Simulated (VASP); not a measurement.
A run of VASP 6.6.1 is set up as follows.

Contents of INCAR:

```
SYSTEM = RhC
  PREC = Accurate
  ENCUT = 520
  EDIFF = 1E-6
  ISMEAR = -1
  SIGMA = 0.1
  LREAL = .False.
  LASPH = .True.
  NELM = 100
  ALGO = Normal
  ISIF = 2
  LWAVE = .False.
  LCHARG = .False.
  GGA = PE
  NBANDS = 16
```

File KPOINTS:

```
Automatic mesh
0
Gamma
  14 14 14
  0 0 0
```

The input POSCAR:

```
RhC
1.0
    0.0000000000      2.0813864178      2.0813864178
    2.0813864178      0.0000000000      2.0813864178
    2.0813864178      2.0813864178      0.0000000000
Rh C
1 1
Direct
    0.0000000000      0.0000000000      0.0000000000
    0.2500000000      0.2500000000      0.2500000000
```

Potentials or basis: VASP PAW PBE potentials, release 64 (Rh_pv, C).

The run is started by

```bash
$ cat potpaw_PBE.64/Rh_pv/POTCAR potpaw_PBE.64/C/POTCAR > POTCAR
$ mpirun -np 1 vasp_std > vasp.out
```

**Question.** Predict the pressure.

**Answer.** 128.5 GPa.

**Question.** Estimate the band gap on the k mesh.

**Answer.** Zero (an odd number of electrons rules out a gap without spin polarisation).

Caveat: the cell stands under pressure.
